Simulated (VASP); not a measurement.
The system is Cu.

```
Cu
1.0
     2.16180    0.00000    0.00000
    -1.08090    1.87218    0.00000
     0.00000    0.00000    3.54787
Cu
2
Cartesian
  0.0000 1.2481 0.8870
  1.0809 0.6241 2.6609
```

This isn't the form of Cu at room conditions, which is fcc.

Base run:

* Program: VASP 6.6.1
* Functional: PBE
* Potentials or basis: VASP PAW PBE potentials, release 64 (Cu)
* Cutoff: 520 eV
* k mesh: 19 × 19 × 10
* Occupations: fermi-dirac, width 0.05 eV
* Spin: no spin polarisation

Its results: band gap on the k mesh zero (bands 11 and 12 overlap by 8.28 eV); pressure 255.9 GPa.

Problem. The run is repeated on the same cell with these changes: occupations from fermi-dirac, width 0.05 eV to tetrahedron. What comes out?

Solution. Band gap on the k mesh zero (bands 11 and 12 overlap by 8.28 eV); pressure 256.4 GPa.

Caveats: the cell stands under pressure.
